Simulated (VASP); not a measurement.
**CdS: single point with PBE**

CdS:

```
CELL_PARAMETERS angstrom
0.00000 2.91000 2.91000
2.91000 0.00000 2.91000
2.91000 2.91000 0.00000
ATOMIC_POSITIONS crystal
Cd 0.00000 0.00000 0.00000
S 0.75000 0.75000 0.75000
```

```yaml
Program: VASP 6.6.1
Task: single point
Functional: PBE
Potentials_or_basis: VASP PAW PBE potentials, release 64 (Cd, S)
Cutoff: 520 eV
k_mesh: 10 × 10 × 10
Occupations: gaussian, width 0.05 eV
Spin: no spin polarisation
Dipole_correction: no
Further_INCAR_settings: ALGO = Normal; EDIFF = 1e-07; NBANDS = 16
```

```
Pressure               : 3.7 GPa
Band gap on the k mesh : 1.16 eV, direct
```

Levels at points of the mesh, in eV from the valence-band top:
```csv
k point,band 5,band 6,band 7,band 8,band 9,band 10,band 11,band 12,band 13,band 14
"(0.00, 0.00, 0.00)",-7.26,-7.26,0.00,0.00,0.00,1.16,6.55,6.55,6.55,11.48
"(0.50, 0.00, 0.00)",-7.22,-6.88,-4.44,-0.76,-0.76,3.03,7.01,7.01,7.50,11.11
"(0.50, 0.50, 0.00)",-7.17,-6.81,-3.98,-1.90,-1.90,3.54,4.36,9.26,10.82,10.82
```

Wall time 24 s on 1 thread of Intel(R) Xeon(R) Platinum 8488C (Sapphire Rapids), on a shared host, peak memory 0.19 GiB.
